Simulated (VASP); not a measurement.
# KF (R-3m) in VASP: a series of runs

Runs on KF. Level: r2SCAN. Tasks: single point.

All numbers are computed with VASP 6.6.1; they aren't measurements. Logs are shortened: lines on timing, memory, paths and dates and some standing lists are left out, and cuts for length are marked.

## 1. The cell of the first run

The structure is trigonal, space group R-3m (No. 166). Conventional cell: a = 3.168 Å, b = 3.168 Å, c = 13.192 Å, α = 90.00°, β = 90.00°, γ = 120.00°. K (site symmetry -3m) has 6 F at 2.86 Å and 6 K at 3.17 Å within 3.8 Å. Within 3.8 Å of F (site symmetry -3m) lie 6 K at 2.86 Å and 6 F at 3.17 Å.

## 2. Single point, r2SCAN

File POSCAR:

```
KF
1.0
    1.0453715157      3.2854533351      3.2854533351
    3.2854533351      1.0453715157      3.2854533351
    3.2854533351      3.2854533351      1.0453715157
K F
1 1
Direct
    0.0000000000      0.0000000000      0.0000000000
    0.5000000000      0.5000000000      0.5000000000
```

File INCAR.step1:

```
  PREC = Accurate
  ENCUT = 520
  ISMEAR = 0
  SIGMA = 0.05
  LREAL = F
  LASPH = T
  NELM = 100
  NBANDS = 15
  GGA = PE
  ALGO = Normal
  EDIFF = 1E-4
  LWAVE = T
  LCHARG = F
```

File INCAR.step2:

```
  PREC = Accurate
  ENCUT = 520
  EDIFF = 1E-6
  ISMEAR = 0
  SIGMA = 0.05
  LREAL = F
  LASPH = T
  NELM = 100
  ALGO = Normal
  ISIF = 2
  LWAVE = F
  LCHARG = T
  METAGGA = R2SCAN
  LMIXTAU = T
  LELF = T
  LVHAR = T
  NBANDS = 15
  ISTART = 1
```

File KPOINTS:

```
Automatic mesh
0
Gamma
  8 8 8
```

Potentials or basis: VASP PAW PBE potentials, release 64 (K_sv, F).

The run is started by

```bash
cat potpaw_PBE.64/K_sv/POTCAR potpaw_PBE.64/F/POTCAR > POTCAR
cp INCAR.step1 INCAR
mpirun -np 1 vasp_std > vasp.out
cp INCAR.step2 INCAR
mpirun -np 1 vasp_std > vasp.out
```

OUTCAR:

```text
PREC = Accurate
   ENCUT = 520
   EDIFF = 1E-6
   ISMEAR = 0
   LREAL = F
   LASPH = T
   NELM = 100
   ISIF = 2
   METAGGA = R2SCAN
   ISTART = 1

 ion  position               nearest neighbor table
   1  0.000  0.000  0.000-
   2  0.500  0.500  0.500-

  LATTYP: Found a trigonal (rhomboedric) cell.
 ALAT       =     4.7624792745
 COS(alpha) =     0.7787610619

  Lattice vectors:

 A1 = (   1.0453715157,   3.2854533351,   3.2854533351)
 A2 = (   3.2854533351,   1.0453715157,   3.2854533351)
 A3 = (   3.2854533351,   3.2854533351,   1.0453715157)

Analysis of symmetry for initial positions (statically):
=====================================================================
 Subroutine PRICEL returns:
 Original cell was already a primitive cell.

 Routine SETGRP: Setting up the symmetry group for a
 trigonal (rhombohedral) supercell.

 Subroutine GETGRP returns: Found 12 space group operations
 (whereof 12 operations were pure point group operations)
 out of a pool of 12 trial point group operations.

The static configuration has the point symmetry D_3d.

Analysis of symmetry for dynamics (positions and initial velocities):
=====================================================================
 Subroutine PRICEL returns:
 Original cell was already a primitive cell.

 Routine SETGRP: Setting up the symmetry group for a
 trigonal (rhombohedral) supercell.

 Subroutine GETGRP returns: Found 12 space group operations
 (whereof 12 operations were pure point group operations)
 out of a pool of 12 trial point group operations.

The dynamic configuration has the point symmetry D_3d.

 Subroutine INISYM returns: Found 12 space group operations
 (whereof 12 operations are pure point group operations),
 and found     1 'primitive' translations

----------------------------------------------------------------------------------------

                                     Primitive cell

  volume of cell :      38.2182

  direct lattice vectors                    reciprocal lattice vectors
     1.045371516  3.285453335  3.285453335    -0.253842269  0.192569997  0.192569997
     3.285453335  1.045371516  3.285453335     0.192569997 -0.253842269  0.192569997
     3.285453335  3.285453335  1.045371516     0.192569997  0.192569997 -0.253842269

  length of vectors
     4.762479275  4.762479275  4.762479275     0.372293305  0.372293305  0.372293305

  position of ions in fractional coordinates (direct lattice)
     0.000000000  0.000000000  0.000000000
     0.500000000  0.500000000  0.500000000

  ion indices of the primitive-cell ions
   primitive index   ion index
                 1           1
                 2           2

----------------------------------------------------------------------------------------

 KPOINTS: Automatic mesh

Automatic generation of k-mesh.
 Grid dimensions read from file:
 generate k-points for:    8    8    8

 Generating k-lattice:

  Cartesian coordinates                     Fractional coordinates (reciprocal lattice)
    -0.031730284  0.024071250  0.024071250     0.125000000 -0.000000000 -0.000000000
     0.024071250 -0.031730284  0.024071250    -0.000000000  0.125000000 -0.000000000
     0.024071250  0.024071250 -0.031730284    -0.000000000 -0.000000000  0.125000000

  Length of vectors
     0.046536663  0.046536663  0.046536663

  Shift w.r.t. Gamma in fractional coordinates (k-lattice)
     0.000000000  0.000000000  0.000000000

 Subroutine IBZKPT returns following result:
 ===========================================

 Found     65 irreducible k-points:

 Following reciprocal coordinates:
            Coordinates               Weight
  0.000000  0.000000  0.000000      1.000000
  0.125000  0.000000  0.000000      6.000000
  0.250000  0.000000  0.000000      6.000000
  0.375000 -0.000000 -0.000000      6.000000
  0.500000  0.000000  0.000000      3.000000
  0.125000  0.125000  0.000000      6.000000
[... 16 lines left out ...]
  0.250000  0.125000  0.125000      6.000000
  0.375000  0.125000  0.125000      6.000000
 [... further k-points ...]
   k-points           NKPTS =     65   k-points in BZ     NKDIM =     65   number of bands    NBANDS=     15
   number of dos      NEDOS =    301   number of ions     NIONS =      2
   total plane-waves  NPLWV =  46656
   dimension x,y,z NGX =    36 NGY =   36 NGZ =   36
   dimension x,y,z NGXF=    72 NGYF=   72 NGZF=   72
   ions per type =               1   1
   NGX,Y,Z   is equivalent  to a cutoff of  12.57, 12.57, 12.57 a.u.
   NGXF,Y,Z  is equivalent  to a cutoff of  25.13, 25.13, 25.13 a.u.
 SYSTEM =  unknown system
   PREC   = accura    normal or accurate (medium, high low for compatibility)
   ISTART =      1    job   : 0-new  1-cont  2-samecut
   ICHARG =      0    charge: 1-file 2-atom 10-const
   ISPIN  =      1    spin polarized calculation?
   LNONCOLLINEAR =      F non collinear calculations
   LSORBIT =      F    spin-orbit coupling
   LASPH  =      T    aspherical Exc in radial PAW
   ENCUT  =  520.0 eV  38.22 Ry    6.18 a.u.   8.86  8.86  8.86*2*pi/ulx,y,z
   NELM   =    100;   NELMIN=  2; NELMDL=  0     # of ELM steps
   EDIFF  = 0.1E-05   stopping-criterion for ELM
   LREAL  =      F    real-space projection
   EDIFFG = 0.1E-04   stopping-criterion for IOM
   NSW    =      0    number of steps for IOM
   IBRION =     -1    ionic relax: 0-MD 1-quasi-New 2-CG
   NFREE  =      0    steps in history (QN), initial steepest desc. (CG)
   ISIF   =      2    stress and relaxation
   ISYM   =      2    0-nonsym 1-usesym 2-fastsym
   POTIM  = 0.5000    time-step for ionic-motion
   TEBEG  =    0.0;   TEEND  =   0.0 temperature during run
   PSTRESS=    0.0 pullay stress
   NELECT =      16.0000    total number of electrons
   NUPDOWN=      -1.0000    fix difference up-down
   EMIN   =  10.00;   EMAX   =-10.00  energy-range for DOS
   EFERMI =   0.00;   METHOD = LEGACY
   ISMEAR =     0;   SIGMA  =   0.05  broadening in eV -4-tet -1-fermi 0-gaus
   EFERMI_NEDOS =   21; number of points for ismear=-14 and -15
   IALGO  =     38    algorithm
   IMIX   =      4    mixing-type and parameters
     AMIX     =   0.40;   BMIX     =  1.00
     AMIX_MAG =   1.60;   BMIX_MAG =  1.00
  volume/ion in A,a.u.               =      19.11       128.95
  Fermi-wavevector in a.u.,A,eV,Ry     =   1.224686  2.314320 20.406766  1.499855
  Thomas-Fermi vector in A             =   2.359751
   LORBIT       =      0    0 simple, 1 ext, 2 COOP (PROOUT), +10 PAW based schemes
   METAGGA = R2SCAN    functional components
   LHFCALC =     F    Hartree Fock is set to
   AEXX    =    0.0000 exact exchange contribution
   IVDW    =     0    specifies the selected vdW correction
   LEPSILON=     F    determine dielectric tensor
   LRPA    =     F    only Hartree local field effects (RPA)
 non-spin polarized calculation
 Gauss-broadening in eV      SIGMA  =   0.05
  energy-cutoff  :      520.00
  volume of cell :       38.22
 maximum number of plane-waves:      1040
   NGX = 17   NGY = 17   NGZ = 17

 number of electron      15.9999998 magnetization

 Free energy of the ion-electron system (eV)
  ---------------------------------------------------
  ext. energy  EPLUGINS =         0.00000000
  ---------------------------------------------------
  free energy    TOTEN  =       -13.79746800 eV

  energy without entropy =      -13.79746800  energy(sigma->0) =      -13.79746800

 E-fermi :  -1.3722     XC(G=0):  -8.9864

 val. band max:       -1.6675085660   @ k =   0.0000   0.0000   0.0000
 cond. band min:       2.6393423172   @ k =   0.0000   0.0000   0.0000
 fundamental gap:      4.3068508832
 Fermi energy:        -1.3722090532

 k-point     1 :       0.0000    0.0000    0.0000
  band No.  band energies     occupation
      1     -32.1303      2.00000
      2     -22.0498      2.00000
      3     -14.4570      2.00000
      4     -14.1677      2.00000
      5     -14.1677      2.00000
      6      -2.7478      2.00000
      7      -1.6675      2.00000
      8      -1.6675      2.00000
      9       2.6393      0.00000
     10       6.5222      0.00000
     11       7.6503      0.00000
     12       7.6503      0.00000
     13      10.7108      0.00000
     14      10.7108      0.00000
     15      12.1322      0.00000

 k-point     2 :       0.1250    0.0000    0.0000
  band No.  band energies     occupation
      1     -32.0901      2.00000
      2     -22.0312      2.00000
      3     -14.4127      2.00000
      4     -14.3917      2.00000
      5     -14.2162      2.00000
      6      -2.7811      2.00000
      7      -1.9292      2.00000
      8      -1.7150      2.00000
      9       3.2357      0.00000
     10       6.9088      0.00000
     11       7.1419      0.00000
     12       8.1028      0.00000
     13       9.7014      0.00000
     14      10.6246      0.00000
     15      13.2916      0.00000

 k-point     3 :       0.2500    0.0000    0.0000
  band No.  band energies     occupation
      1     -31.9914      2.00000
      2     -21.9863      2.00000
      3     -14.9066      2.00000
      4     -14.3309      2.00000
      5     -14.3022      2.00000
      6      -2.8601      2.00000
      7      -2.4784      2.00000
      8      -1.8277      2.00000
      9       4.4447      0.00000
     10       6.5387      0.00000
     11       7.8466      0.00000
     12       8.7258      0.00000
     13       9.3665      0.00000
     14      10.4328      0.00000
     15      14.3653      0.00000
[... 343 lines left out ...]
 k-point    23 :       0.2500    0.1250    0.1250
  band No.  band energies     occupation
      1     -32.0886      2.00000
      2     -22.0440      2.00000
      3     -14.4072      2.00000
      4     -14.3715      2.00000
      5     -14.2155      2.00000
      6      -2.8938      2.00000
      7      -1.9147      2.00000
      8      -1.7297      2.00000
      9       3.4652      0.00000
     10       7.0044      0.00000
     11       7.1646      0.00000
     12       8.1257      0.00000
     13       9.7908      0.00000
     14      10.7106      0.00000
     15      12.7334      0.00000

 k-point    24 :       0.3750    0.1250    0.1250
  band No.  band energies     occupation
      1     -31.9899      2.00000
      2     -21.9968      2.00000
      3     -14.9147      2.00000
      4     -14.3303      2.00000
      5     -14.2785      2.00000
      6      -2.9336      2.00000
      7      -2.4401      2.00000
      8      -1.8406      2.00000
      9       4.6390      0.00000
     10       6.6272      0.00000
     11       7.5905      0.00000
     12       9.2067      0.00000
     13       9.3855      0.00000
     14      10.5132      0.00000
     15      13.3380      0.00000

 [... further k-points ...]
[... 5 lines left out ...]
  --------------------------------------------------------------------------------------
  -------------------------------------------------------------------------------------
  Total       -0.8553833     -0.8553833     -0.8553833     -2.8920664     -2.8920664     -2.8920664
  in kB      -35.8592157    -35.8592157    -35.8592157   -121.2406578   -121.2406578   -121.2406578
  external PRESSURE =     -35.8592157 kB  Pullay stress =       0.0000000 kB

 VOLUME and BASIS-vectors are now :
 -----------------------------------------------------------------------------
  energy-cutoff  :      520.00
  volume of cell :       38.22
      direct lattice vectors                 reciprocal lattice vectors
     1.045371516  3.285453335  3.285453335    -0.253842269  0.192569997  0.192569997
     3.285453335  1.045371516  3.285453335     0.192569997 -0.253842269  0.192569997
     3.285453335  3.285453335  1.045371516     0.192569997  0.192569997 -0.253842269

 POSITION                                       TOTAL-FORCE (eV/Angst)
 -----------------------------------------------------------------------------------
      0.00000      0.00000      0.00000         0.000000      0.000000     -0.000000
      3.80814      3.80814      3.80814        -0.000000     -0.000000      0.000000
 -----------------------------------------------------------------------------------
    total drift:                                0.000000      0.000000      0.000000

  FREE ENERGIE OF THE ION-ELECTRON SYSTEM (eV)
  ---------------------------------------------------
  free  energy   TOTEN  =       -13.7974679963 eV

  energy  without entropy=      -13.7974679963  energy(sigma->0) =      -13.79746800
```

Run time: 1.8 min. Hardware: 1 thread of Intel Xeon 6975P-C (Granite Rapids), shared host; peak memory 0.22 GiB.

Results:

| Item | Value |
| --- | --- |
| Free energy | -13.7975 eV |
| Pressure | -3.6 GPa |
| Band gap on the k mesh | 4.31 eV, direct |

Stress tensor (GPa, compression positive):
```
 -3.59 -12.12 -12.12
-12.12  -3.59 -12.12
-12.12 -12.12  -3.59
```

Caveat: the PAW data sets were made with another functional, which shifts forces and pressure a little.

## 3. Single point, r2SCAN

This run uses another cell than the first one, of the same volume but with other edges.

File POSCAR:

```
KF
1.0
   -0.1278181870      2.6111429635      2.6111429635
    2.6111429635     -0.1278181870      2.6111429635
    2.6111429635      2.6111429635     -0.1278181870
K F
1 1
Direct
    0.0000000000      0.0000000000      0.0000000000
    0.5000000000      0.5000000000      0.5000000000
```

File INCAR.step1:

```
SYSTEM = KF
PREC = Accurate ; ENCUT = 520
ISMEAR = 0 ; SIGMA = 0.05
LREAL = .FALSE. ; LASPH = .TRUE.
NELM = 60 ; NBANDS = 15
GGA = PE ; ALGO = Normal
EDIFF = 1E-4 ; LWAVE = .TRUE.
LCHARG = .FALSE.
```

File INCAR.step2:

```
SYSTEM = KF
PREC = Accurate ; ENCUT = 520
EDIFF = 1E-7 ; ISMEAR = 0
SIGMA = 0.05 ; LREAL = .FALSE.
LASPH = .TRUE. ; NELM = 60
ALGO = Normal ; ISIF = 2
LWAVE = .FALSE. ; LCHARG = .TRUE.
METAGGA = R2SCAN ; LMIXTAU = .TRUE.
LELF = .TRUE. ; LVHAR = .TRUE.
NBANDS = 15 ; ISTART = 1
```

File KPOINTS:

```
regular mesh
0
G
  8 8 8
  0 0 0
```

Potentials or basis: VASP PAW PBE potentials, release 64 (K_sv, F).

The run is started by

```bash
cat potpaw_PBE.64/K_sv/POTCAR potpaw_PBE.64/F/POTCAR > POTCAR
cp INCAR.step1 INCAR
mpirun -np 1 vasp_std > vasp.out
cp INCAR.step2 INCAR
mpirun -np 1 vasp_std > vasp.out
```

It took 73 s on 1 thread of Intel Xeon 6975P-C (Granite Rapids), shared host; peak memory 0.18 GiB.

The run converged. Its results:

```
Free energy            : -14.9632 eV
Pressure               : -0.7 GPa
Band gap on the k mesh : 6.76 eV, direct
```

Stress tensor (GPa, compression positive):
```
-0.70  0.51  0.51
 0.51 -0.70  0.51
 0.51  0.51 -0.70
```

Levels at points of the mesh, in eV from the valence-band top:
| k point | band 6 | band 7 | band 8 | band 9 | band 10 | band 11 |
| --- | --- | --- | --- | --- | --- | --- |
| (0.00, 0.00, 0.00) | -0.06 | -0.06 | 0.00 | 6.76 | 11.11 | 11.11 |
| (0.50, 0.00, 0.00) | -0.81 | -0.40 | -0.29 | 9.55 | 11.12 | 12.46 |
| (0.50, 0.50, 0.00) | -0.26 | -0.13 | -0.07 | 8.71 | 11.12 | 12.38 |
| (0.50, 0.50, 0.50) | -0.81 | -0.46 | -0.46 | 9.76 | 11.41 | 12.93 |

Caveat: the PAW data sets were made with another functional, which shifts forces and pressure a little.

## 4. Single point, r2SCAN

This run uses another cell than the first one, of the same volume but with other edges.

File POSCAR:

```
KF
1.0
    0.1389753142      2.7447624552      2.7447624552
    2.7447624552      0.1389753142      2.7447624552
    2.7447624552      2.7447624552      0.1389753142
K F
1 1
Direct
    0.0000000000      0.0000000000      0.0000000000
    0.5000000000      0.5000000000      0.5000000000
```

File INCAR.step1:

```
ALGO = Normal
EDIFF = 1E-4
ENCUT = 520
GGA = PE
ISMEAR = 0
LASPH = True
LCHARG = False
LREAL = False
LWAVE = True
NBANDS = 15
NELM = 100
PREC = Accurate
SIGMA = 0.05
```

File INCAR.step2:

```
ALGO = Normal
EDIFF = 1E-7
ENCUT = 520
ISIF = 2
ISMEAR = 0
ISTART = 1
LASPH = True
LCHARG = True
LELF = True
LMIXTAU = True
LREAL = False
LVHAR = True
LWAVE = False
METAGGA = R2SCAN
NBANDS = 15
NELM = 100
PREC = Accurate
SIGMA = 0.05
```

File KPOINTS:

```
k-points
0
Gamma
  8 8 8
```

The run is started by

```bash
cat potpaw_PBE.64/K_sv/POTCAR potpaw_PBE.64/F/POTCAR > POTCAR
cp INCAR.step1 INCAR
mpirun -np 1 vasp_std > vasp.out
cp INCAR.step2 INCAR
mpirun -np 1 vasp_std > vasp.out
```

It took 1.7 min on 1 thread of Intel Xeon 6975P-C (Granite Rapids), shared host; peak memory 0.19 GiB.

It converged, with:

* Free energy: -14.9593 eV
* Pressure: -0.7 GPa
* Band gap on the k mesh: 6.77 eV, direct

Stress tensor (GPa, compression positive):
```
-0.71 -0.77 -0.77
-0.77 -0.71 -0.77
-0.77 -0.77 -0.71
```

Levels at points of the mesh, in eV from the valence-band top:
```csv
k point,band 6,band 7,band 8,band 9,band 10,band 11
"(0.00, 0.00, 0.00)",-0.08,0.00,0.00,6.77,10.90,11.63
"(0.50, 0.00, 0.00)",-0.80,-0.45,-0.33,9.66,11.27,12.55
"(0.50, 0.50, 0.00)",-0.25,-0.11,-0.06,8.71,11.13,12.39
"(0.50, 0.50, 0.50)",-0.79,-0.27,-0.27,9.40,10.98,12.74
```

Caveat: the PAW data sets were made with another functional, which shifts forces and pressure a little. A k mesh can miss the band edges.

## 5. Overview

| cell | gap on the mesh (eV) | pressure (GPa) |
| --- | --- | --- |
| a = 4.762 Å, angles 38.9°, 2 atoms | 4.31 | -3.6 |
| a = 3.695 Å, angles 63.2°, 2 atoms | 6.76 | -0.7 |
| a = 3.884 Å, angles 56.6°, 2 atoms | 6.77 | -0.7 |

Alike in all rows: task single point; level r2SCAN; potentials or basis VASP PAW PBE potentials, release 64 (K_sv, F); no spin polarisation; k mesh 8 × 8 × 8; cutoff (eV) 520; smearing gaussian 0.05 eV.

Caveats: the PAW data sets were made with another functional, which shifts forces and pressure a little.

Total energies depend on the potentials used, so only differences within one code and one set of settings carry meaning.
